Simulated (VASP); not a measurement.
Crystal: MgS.

```
Mg S
1.0
     3.61091    0.00000    0.00000
    -1.80545    3.12714    0.00000
     0.00000    0.00000    3.30526
Mg S
1 1
Direct
  0.00000 0.00000 0.50000
  0.66667 0.33333 0.00000
```

Program: VASP 6.6.1. Alike in all runs: task single point; potentials or basis VASP PAW PBE potentials, release 64 (Mg, S); no spin polarisation; cell as given; k mesh 5 × 5 × 4; cutoff (eV) 520; smearing fermi-dirac 0.05 eV.

Task: Order these runs on this cell by their pressure, lowest first.
A. level B3LYP; share of exact exchange 0.2
B. level HF; share of exact exchange 1
C. level r2SCANh; share of exact exchange 0.1

Result: C (-1.6 GPa), A (0.5 GPa), B (2.1 GPa).

Caveats: all runs use coarse meshes; the PAW data sets were made with another functional, which shifts forces and pressure a little.
